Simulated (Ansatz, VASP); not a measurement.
# One calculation of Zr, two programs

The input INCAR:

```
SYSTEM = Zr
PREC = Accurate ; ENCUT = 520
EDIFF = 1E-6 ; ISMEAR = -1
SIGMA = 0.05 ; LREAL = .FALSE.
LASPH = .TRUE. ; NELM = 150
ALGO = Normal ; ISIF = 2
LWAVE = .FALSE. ; LCHARG = .TRUE.
MAGMOM = 0 0 0 0 0 0 ; LORBIT = 11
LSORBIT = .TRUE. ; GGA_COMPAT = .FALSE.
LORBMOM = .TRUE. ; LMAXMIX = 4
GGA = CA ; LVHAR = .TRUE.
NBANDS = 36
```

File KPOINTS:

```
Automatic mesh
0
G
  7 7 4
  0 0 0
```

POSCAR

```
Zr
1.0
    3.2320000000      0.0000000000      0.0000000000
   -1.6160000000      2.7989941050      0.0000000000
    0.0000000000      0.0000000000      5.1470000000
Zr
2
Direct
    0.6666666667      0.3333333333      0.7500000000
    0.3333333333      0.6666666667      0.2500000000
```

The input input.yaml:

```yaml
crystal:
  lattice:
    - [3.232, 0.0, 0.0]
    - [-1.616, 2.798994105, 0.0]
    - [0.0, 0.0, 5.147]
  atoms:
    - { symbol: Zr, position: [0.6666666667, 0.3333333333, 0.75] }
    - { symbol: Zr, position: [0.3333333333, 0.6666666667, 0.25] }
kpoints:
  mp_grid: { grid: [7, 7, 4] }
  band_path:
    path:
      - [0.0, 0.0, 0.0]
      - [0.5, 0.0, 0.0]
      - [0.3333333333, 0.3333333333, 0.0]
      - [0.0, 0.0, 0.0]
      - [0.0, 0.0, 0.5]
      - [0.5, 0.0, 0.5]
      - [0.3333333333, 0.3333333333, 0.5]
      - [0.0, 0.0, 0.5]
    npoints: 10
scf:
  occupations: { method: fermi_dirac, width: 0.05 }
hamiltonian:
  xc: lda
  pseudopotentials: { kind: all_electron, lapw: { basis_error: 0.001 } }
magnetization:
  noncollinear: true
  spin_orbit: true
output:
  forces: true
  stress: true
  eigenvalues: true
```

Alike in both runs: functional LDA; k mesh 7 × 7 × 4; occupations fermi-dirac, width 0.05 eV; non-collinear spin, spin-orbit coupling.

|  | VASP | Ansatz |
| --- | --- | --- |
| version | VASP 6.6.1 | Ansatz 0.2.0 |
| potentials or method | VASP PAW LDA potentials, release 64 (Zr_sv), cutoff 520 eV | all-electron LAPW, relativistic spinors |
| task | single point | band structure |

|  | VASP | Ansatz | Ansatz less VASP |
| --- | --- | --- | --- |
| pressure (GPa) | -6.0 | -6.0 | -0.04 |
| traceless stress, the component that is largest in VASP (GPa) | -0.09 | -0.11 | -0.016 |
| net moment per atom (μB) | 0.00 | 0.00 | 0.000 |

LDA's correlation is that of Perdew and Zunger in VASP and of Perdew and Wang (1992) in Ansatz. Ansatz ran all-electron here, and VASP with PAW potentials.

Noted on Ansatz's run: the k mesh is thin for a metal, which can move the energy by tens of meV per atom.
